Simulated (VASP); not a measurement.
Runs of VASP 6.6.1 on SrTe. The structure is cubic, space group Fm-3m (No. 225). Conventional cell: a = 6.706 Å, b = 6.706 Å, c = 6.706 Å, α = 90.00°, β = 90.00°, γ = 90.00°. Within 4.4 Å of Sr (site symmetry m-3m) lie 6 Te at 3.35 Å. Te (site symmetry m-3m) has 6 Sr at 3.35 Å within 4.4 Å. 

| level | k mesh | cutoff (eV) | smearing | gap on the mesh (eV) | pressure (GPa) |
| --- | --- | --- | --- | --- | --- |
| PBE | 2 × 2 × 2 | 500 | gaussian 0.01 eV | 1.60 | 2.4 |
| PBE | 4 × 4 × 4 | 500 | methfessel-paxton 0.05 eV | 1.74 | 0.4 |
| PBE | 4 × 4 × 4 | 500 | methfessel-paxton 0.001 eV | 1.74 | 0.4 |
| r2SCAN | 4 × 4 × 4 | 550 | gaussian 0.01 eV | 2.14 | (a) |

Alike in all rows: task single point; potentials or basis VASP PAW PBE potentials, release 64 (Sr_sv, Te); no spin polarisation; cell as given.

Question: Estimate the missing entries.

Answer: (a) 0.2.

Caveats: some runs use coarse meshes; spin-orbit coupling is left out, which moves the levels of the heavy elements; the PAW data sets were made with another functional, which shifts forces and pressure a little (some runs).

A k mesh can miss the band edges, and the runs leave out spin-orbit coupling on Sr, Te.
